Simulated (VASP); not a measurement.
# Au in VASP: notebook, part 2 of 2

VASP 6.6.1.

### 4 Single point, PBE

This run uses another cell than the first one, of 17.77 Å³/atom, 1.176 times its volume.

Contents of INCAR:

```
PREC = Accurate ; ENCUT = 520
EDIFF = 1E-6 ; ISMEAR = 0
SIGMA = 0.05 ; LREAL = F
LASPH = T ; NELM = 60
ALGO = Normal ; ISIF = 2
LWAVE = F ; LCHARG = T
GGA = PE ; LELF = T
LVHAR = T ; NBANDS = 18
```

Contents of KPOINTS:

```
Automatic mesh
0
Gamma
  15 15 8
```

Contents of POSCAR:

```
Au
1.0
    2.9000000000      0.0000000000      0.0000000000
   -1.4500000000      2.5114736710      0.0000000000
    0.0000000000      0.0000000000      4.8800000000
Au
2
Direct
    0.3333333333      0.6666666667      0.7500000000
    0.6666666667      0.3333333333      0.2500000000
```

Potentials or basis: VASP PAW PBE potentials, release 64 (Au).

On the command line:

```bash
cat potpaw_PBE.64/Au/POTCAR > POTCAR
mpirun -np 1 vasp_std > vasp.out
```

OUTCAR:

```text
PREC = Accurate
   ENCUT = 520
   EDIFF = 1E-6
   ISMEAR = 0
   LREAL = F
   LASPH = T
   NELM = 60
   ISIF = 2
   GGA = PE

 ion  position               nearest neighbor table
   1  0.333  0.667  0.750-   2 2.96   2 2.96   2 2.96   2 2.96   2 2.96   2 2.96
   2  0.667  0.333  0.250-   1 2.96   1 2.96   1 2.96   1 2.96   1 2.96   1 2.96

  LATTYP: Found a hexagonal cell.
 ALAT       =     2.9000000000
 C/A-ratio  =     1.6827586207

  Lattice vectors:

 A1 = (   2.9000000000,   0.0000000000,   0.0000000000)
 A2 = (  -1.4500000000,   2.5114736710,   0.0000000000)
 A3 = (   0.0000000000,   0.0000000000,   4.8800000000)

Analysis of symmetry for initial positions (statically):
=====================================================================
 Subroutine PRICEL returns:
 Original cell was already a primitive cell.

 Routine SETGRP: Setting up the symmetry group for a
 hexagonal supercell.

 Subroutine GETGRP returns: Found 24 space group operations
 (whereof 12 operations were pure point group operations)
 out of a pool of 24 trial point group operations.

The static configuration has the point symmetry D_3d.
 The point group associated with its full space group is D_6h.

Analysis of symmetry for dynamics (positions and initial velocities):
=====================================================================
 Subroutine PRICEL returns:
 Original cell was already a primitive cell.

 Routine SETGRP: Setting up the symmetry group for a
 hexagonal supercell.

 Subroutine GETGRP returns: Found 24 space group operations
 (whereof 12 operations were pure point group operations)
 out of a pool of 24 trial point group operations.

The dynamic configuration has the point symmetry D_3d.
 The point group associated with its full space group is D_6h.

 Subroutine INISYM returns: Found 24 space group operations
 (whereof 12 operations are pure point group operations),
 and found     1 'primitive' translations

[... 111 lines left out ...]
   IALGO  =     38    algorithm
   IMIX   =      4    mixing-type and parameters
     AMIX     =   0.40;   BMIX     =  1.00
     AMIX_MAG =   1.60;   BMIX_MAG =  1.00
  volume/ion in A,a.u.               =      17.77       119.93
  Fermi-wavevector in a.u.,A,eV,Ry     =   1.395191  2.636528 26.484517  1.946557
  Thomas-Fermi vector in A             =   2.518667
   LORBIT       =      0    0 simple, 1 ext, 2 COOP (PROOUT), +10 PAW based schemes
   GGA     = PE    functional components
   LHFCALC =     F    Hartree Fock is set to
   AEXX    =    0.0000 exact exchange contribution
   IVDW    =     0    specifies the selected vdW correction
   LEPSILON=     F    determine dielectric tensor
   LRPA    =     F    only Hartree local field effects (RPA)
 non-spin polarized calculation
 Gauss-broadening in eV      SIGMA  =   0.05
  energy-cutoff  :      520.00
  volume of cell :       35.54
 maximum number of plane-waves:       984
 NGX is ok and might be reduce to    24
   NGX = 11   NGY = 11   NGZ = 19

 number of electron      22.0000001 magnetization

 Free energy of the ion-electron system (eV)
  ---------------------------------------------------
  ext. energy  EPLUGINS =         0.00000000
  ---------------------------------------------------
  free energy    TOTEN  =        -6.43471426 eV

  energy without entropy =       -6.43384484  energy(sigma->0) =       -6.43427955

 E-fermi :   8.8308     XC(G=0): -12.4658

 val. band max:        8.8225638100   @ k =   0.2000   0.2000   0.3750
 cond. band min:       8.8707552268   @ k =   0.3333   0.0667   0.3750
 fundamental gap:      0.0481914169
 Fermi energy:         8.8307555692

 k-point     1 :       0.0000    0.0000    0.0000
  band No.  band energies     occupation
      1      -0.6312      2.00000
      2       1.7575      2.00000
      3       4.1413      2.00000
      4       4.4117      2.00000
      5       4.4117      2.00000
      6       4.6981      2.00000
[... 481 lines left out ...]
      5       4.4345      2.00000
      6       4.4822      2.00000
[... 10 lines left out ...]
     17      20.3551      0.00000
     18      22.0589      0.00000

 [... further k-points ...]

------------------------ aborting loop because EDIFF is reached ----------------------------------------

  FORCE on cell =-STRESS in cart. coord.  units (eV):
  Direction    XX          YY          ZZ          XY          YZ          ZX
  --------------------------------------------------------------------------------------
  -------------------------------------------------------------------------------------
  Total        0.3372437      0.3372437      0.3597420      0.0000000     -0.0000000      0.0000000
  in kB       15.2022554     15.2022554     16.2164306      0.0000000     -0.0000000      0.0000000
  external PRESSURE =      15.5403138 kB  Pullay stress =       0.0000000 kB

 VOLUME and BASIS-vectors are now :
 -----------------------------------------------------------------------------
  energy-cutoff  :      520.00
  volume of cell :       35.54
      direct lattice vectors                 reciprocal lattice vectors
     2.900000000  0.000000000  0.000000000     0.344827586  0.199086300  0.000000000
    -1.450000000  2.511473671  0.000000000     0.000000000  0.398172599  0.000000000
     0.000000000  0.000000000  4.880000000     0.000000000  0.000000000  0.204918033

 POSITION                                       TOTAL-FORCE (eV/Angst)
 -----------------------------------------------------------------------------------
     -0.00000      1.67432      3.66000         0.000000     -0.000000      0.000000
      1.45000      0.83716      1.22000        -0.000000      0.000000      0.000000
 -----------------------------------------------------------------------------------
    total drift:                                0.000000     -0.000000      0.000000

  FREE ENERGIE OF THE ION-ELECTRON SYSTEM (eV)
  ---------------------------------------------------
  free  energy   TOTEN  =        -6.4347142592 eV

  energy  without entropy=       -6.4338448445  energy(sigma->0) =       -6.43427955
```

OSZICAR:

```text
N       E                     dE             d eps       ncg     rms          rms(c)
DAV:   1     0.122982558520E+03    0.12298E+03   -0.11667E+04  4868   0.118E+03
DAV:   2    -0.486943881356E+01   -0.12785E+03   -0.12217E+03  5166   0.259E+02
DAV:   3    -0.695085775117E+01   -0.20814E+01   -0.20681E+01  5744   0.332E+01
DAV:   4    -0.695992861940E+01   -0.90709E-02   -0.90695E-02  5416   0.230E+00
DAV:   5    -0.696001095511E+01   -0.82336E-04   -0.82337E-04  5426   0.235E-01    0.116E+01
DAV:   6    -0.647069177956E+01    0.48932E+00   -0.93603E-01  5008   0.885E+00    0.756E+00
DAV:   7    -0.643847678606E+01    0.32215E-01   -0.97185E-02  5346   0.283E+00    0.327E+00
DAV:   8    -0.643472232468E+01    0.37545E-02   -0.73080E-03  5068   0.685E-01    0.335E-01
DAV:   9    -0.643469970528E+01    0.22619E-04   -0.30588E-05  5418   0.460E-02    0.228E-02
DAV:  10    -0.643471457477E+01   -0.14869E-04   -0.69804E-06  5442   0.256E-02    0.599E-03
DAV:  11    -0.643471425924E+01    0.31552E-06   -0.13973E-07  2724   0.293E-03
   1 F= -.64347143E+01 E0= -.64342796E+01  d E =-.869415E-03
```

stdout:

```text
POSCAR found type information on POSCAR Au
 POSCAR found :  1 types and       2 ions
 scaLAPACK will be used
 LDA part: xc-table for (Slater+PW92), standard interpolation
 POSCAR, INCAR and KPOINTS ok, starting setup
 FFT: planning ... GRIDC
 FFT: planning ... GRID_SOFT
 FFT: planning ... GRID
 WAVECAR not read
 entering main loop
```

It took 18 s on 1 thread of Intel Xeon 6975P-C (Granite Rapids), shared host; peak memory 0.2 GiB.

What came out:

| Quantity | Value |
| --- | --- |
| Free energy | -6.4347 eV |
| Pressure | 1.6 GPa |
| Band gap on the k mesh | zero (band 11 reaches 12.88 eV, above the bottom of band 12 at 6.20 eV) |

Caveat: spin-orbit coupling is left out, which moves the levels of the heavy elements.

### 5 Single point, PBE

This run uses another cell than the first one, of 17.77 Å³/atom, 1.176 times its volume.

Contents of INCAR:

```
SYSTEM = Au
PREC     = Accurate       ! precision mode
ENCUT    = 520            ! plane-wave cutoff, eV
EDIFF    = 1E-6           ! SCF threshold, eV
ISMEAR   = 0              ! smearing method
SIGMA    = 0.05           ! smearing width, eV
LREAL    = .False.        ! projectors in reciprocal space
LASPH    = .True.         ! aspherical terms in the spheres
NELM     = 80             ! most SCF steps
ALGO     = Normal         ! electronic algorithm
ISIF     = 2              ! what is computed and relaxed
LWAVE    = .False.        ! write WAVECAR
LCHARG   = .False.        ! write CHGCAR
GGA      = PE             ! functional
NBANDS   = 18             ! bands
```

Contents of KPOINTS:

```
regular mesh
0
Gamma
  15 15 8
  0 0 0
```

Changes to POSCAR since step 4:

```diff
@@ -9,2 +9,2 @@
     0.3333333333      0.6666666667      0.7500000000
-    0.6666666667      0.3333333333      0.2500000000
+    0.6666666667      0.3333333333      0.2704918033
```

Potentials or basis: VASP PAW PBE potentials, release 64 (Au).

On the command line:

```bash
cat potpaw_PBE.64/Au/POTCAR > POTCAR
mpirun -np 1 vasp_std > vasp.out
```

OUTCAR:

```text
SYSTEM = Au
   PREC = Accurate
   ENCUT = 520
   EDIFF = 1E-6
   ISMEAR = 0
   LREAL = .False.
   LASPH = .True.
   NELM = 80
   ISIF = 2
   GGA = PE

 ion  position               nearest neighbor table
   1  0.333  0.667  0.750-   2 2.88   2 2.88   2 2.88   2 3.04   2 3.04   2 3.04
   2  0.667  0.333  0.270-   1 2.88   1 2.88   1 2.88   1 3.04   1 3.04   1 3.04

  LATTYP: Found a hexagonal cell.
 ALAT       =     2.9000000000
 C/A-ratio  =     1.6827586207

  Lattice vectors:

[... 695 lines left out ...]

  FORCE on cell =-STRESS in cart. coord.  units (eV):
  Direction    XX          YY          ZZ          XY          YZ          ZX
  --------------------------------------------------------------------------------------
  -------------------------------------------------------------------------------------
  Total        0.4657356      0.4657356      0.6013315      0.0000000      0.0000000      0.0000000
  in kB       20.9944028     20.9944028     27.1067888      0.0000000      0.0000000      0.0000000
  external PRESSURE =      23.0318648 kB  Pullay stress =       0.0000000 kB

 VOLUME and BASIS-vectors are now :
 -----------------------------------------------------------------------------
  energy-cutoff  :      520.00
  volume of cell :       35.54
      direct lattice vectors                 reciprocal lattice vectors
     2.900000000  0.000000000  0.000000000     0.344827586  0.199086300  0.000000000
    -1.450000000  2.511473671  0.000000000     0.000000000  0.398172599  0.000000000
     0.000000000  0.000000000  4.880000000     0.000000000  0.000000000  0.204918033

 POSITION                                       TOTAL-FORCE (eV/Angst)
 -----------------------------------------------------------------------------------
     -0.00000      1.67432      3.66000        -0.000000     -0.000000      0.662868
      1.45000      0.83716      1.32000         0.000000      0.000000     -0.662868
 -----------------------------------------------------------------------------------
    total drift:                               -0.000000      0.000000      0.000001

  FREE ENERGIE OF THE ION-ELECTRON SYSTEM (eV)
  ---------------------------------------------------
  free  energy   TOTEN  =        -6.4021027638 eV

  energy  without entropy=       -6.4013366861  energy(sigma->0) =       -6.40171972
```

OSZICAR:

```text
N       E                     dE             d eps       ncg     rms          rms(c)
DAV:   1     0.123649100167E+03    0.12365E+03   -0.11661E+04  6920   0.118E+03
DAV:   2    -0.481909205810E+01   -0.12847E+03   -0.12258E+03  7350   0.260E+02
DAV:   3    -0.691833160524E+01   -0.20992E+01   -0.20873E+01  8138   0.336E+01
DAV:   4    -0.692754800920E+01   -0.92164E-02   -0.92154E-02  7700   0.234E+00
DAV:   5    -0.692763403979E+01   -0.86031E-04   -0.86030E-04  7692   0.241E-01    0.118E+01
DAV:   6    -0.643857417059E+01    0.48906E+00   -0.93370E-01  7140   0.884E+00    0.766E+00
DAV:   7    -0.640592287282E+01    0.32651E-01   -0.99174E-02  7662   0.285E+00    0.327E+00
DAV:   8    -0.640210821491E+01    0.38147E-02   -0.75626E-03  7204   0.700E-01    0.323E-01
DAV:   9    -0.640208805968E+01    0.20155E-04   -0.34005E-05  7786   0.478E-02    0.291E-02
DAV:  10    -0.640210368050E+01   -0.15621E-04   -0.86874E-06  7660   0.260E-02    0.230E-02
DAV:  11    -0.640210276379E+01    0.91671E-06   -0.30230E-07  4276   0.377E-03
   1 F= -.64021028E+01 E0= -.64017197E+01  d E =-.766078E-03
```

Run time: 24 s. Hardware: 1 thread of Intel Xeon 6975P-C (Granite Rapids), shared host; peak memory 0.22 GiB.

Results:

- Free energy: -6.4021 eV
- Pressure: 2.3 GPa
- Largest force: 0.663 eV/Å
- Band gap on the k mesh: zero (band 11 reaches 12.87 eV, above the bottom of band 12 at 6.32 eV)

Forces in eV/Å, atoms in the order of the input:
```
Au   0.000  0.000  0.663
Au   0.000  0.000 -0.663
```

Caveat: spin-orbit coupling is left out, which moves the levels of the heavy elements.
